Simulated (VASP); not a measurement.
The system is MgO (dscan).

```
CELL_PARAMETERS angstrom
0.00000 2.12450 2.12450
2.12450 0.00000 2.12450
2.12450 2.12450 0.00000
ATOMIC_POSITIONS crystal
Mg 0.00000 0.00000 0.00000
O 0.50000 0.50000 0.50000
```

- Program: VASP 6.6.1
- Task: relaxation of cell and atoms
- Functional: r2SCAN
- Potentials or basis: VASP PAW PBE potentials, release 64 (Mg_sv, O)
- Cutoff: 660 eV
- k mesh: 8 × 8 × 8
- Occupations: gaussian, width 0.02 eV
- Spin: no spin polarisation

At the start: pressure -5.0 GPa; volume 9.59 Å³/atom.

Question: How do energy, volume and symmetry change on relaxing?

Answer: Over 4 steps the energy falls by 4.8 meV/atom and the volume is 9.28 Å³/atom (-3.2 %); space group Fm-3m (No. 225, to 0.05 Å).

The path:
| step | energy change (eV) | largest force (eV/Å) | pressure (GPa) | volume (Å³) |
| --- | --- | --- | --- | --- |
| 1 | 0.0000 | 0.0000 | -5.04 | 19.18 |
| 2 | -0.0082 | 0.0000 | 1.78 | 18.35 |
| 3 | -0.0095 | 0.0000 | -0.14 | 18.57 |
| 4 | -0.0095 | 0.0000 | 0.00 | 18.56 |

Final structure:
```yaml
crystal:
  lattice:
    - [0.00000, 2.10126, 2.10126]
    - [2.10126, 0.00000, 2.10126]
    - [2.10126, 2.10126, 0.00000]
  atoms:
    - { symbol: Mg, position: [0.00000, 0.00000, 0.00000] }
    - { symbol: O, position: [0.50000, 0.50000, 0.50000] }
```

Caveat: the PAW data sets were made with another functional, which shifts forces and pressure a little.
